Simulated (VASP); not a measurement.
A run of VASP 6.6.1 is set up as follows.

The input INCAR:

```
SYSTEM = GeBiH3
PREC     = Accurate       ! precision mode
ENCUT    = 600            ! plane-wave cutoff, eV
EDIFF    = 1E-6           ! SCF threshold, eV
ISMEAR   = 0              ! smearing method
SIGMA    = 0.1            ! smearing width, eV
LREAL    = .FALSE.        ! projectors in reciprocal space
LASPH    = .TRUE.         ! aspherical terms in the spheres
NELM     = 80             ! most SCF steps
ALGO     = Normal         ! electronic algorithm
ISIF     = 3              ! what is computed and relaxed
LWAVE    = .FALSE.        ! write WAVECAR
LCHARG   = .FALSE.        ! write CHGCAR
GGA      = PE             ! functional
IBRION   = 2              ! ionic algorithm
NSW      = 90             ! ionic steps
EDIFFG   = -0.04          ! ionic threshold
```

Contents of KPOINTS:

```
Automatic mesh
0
G
  4 4 4
  0 0 0
```

POSCAR

```
GeBiH3
1.0
   -2.8853478600      2.8853478600      4.0804980700
    2.8853478600     -2.8853478600      4.0804980700
    2.8853478600      2.8853478600     -4.0804980700
Ge Bi H
2 2 6
Direct
    0.5000000000      0.5000000000      0.0000000000
    0.0000000000      0.0000000000      0.0000000000
    0.7500000000      0.2500000000      0.5000000000
    0.2500000000      0.7500000000      0.5000000000
    0.2686814400      0.7686814400      0.0373628800
    0.7686814400      0.7313185600      0.5000000000
    0.7500000000      0.7500000000      0.0000000000
    0.7313185600      0.2313185600      0.9626371200
    0.2313185600      0.2686814400      0.5000000000
    0.2500000000      0.2500000000      0.0000000000
```

Potentials or basis: VASP PAW PBE potentials, release 64 (Ge_d, Bi_d, H).

Launch:

```sh
$ cat potpaw_PBE.64/Ge_d/POTCAR potpaw_PBE.64/Bi_d/POTCAR potpaw_PBE.64/H/POTCAR > POTCAR
$ mpirun -np 1 vasp_std > vasp.out
```

Question: What does it give for the band gap on the k mesh?

Answer: Zero (bands 32 and 33 overlap by 2.66 eV).

Question: Estimate the relaxed cell.

Answer: a = 5.595 Å, b = 5.595 Å, c = 5.595 Å, α = 119.97°, β = 119.97°, γ = 90.05°.

Forces in eV/Å, atoms in the order of the input:
```
Ge   0.000  0.000  0.000
Ge   0.000  0.000  0.000
Bi   0.000  0.000  0.000
Bi   0.000  0.000  0.000
H   -0.020 -0.020  0.000
H    0.020 -0.020  0.000
H    0.000  0.000  0.000
H    0.020  0.020  0.000
H   -0.020  0.020  0.000
H    0.000  0.000  0.000
```

Caveat: spin-orbit coupling is left out, which moves the levels of the heavy elements.
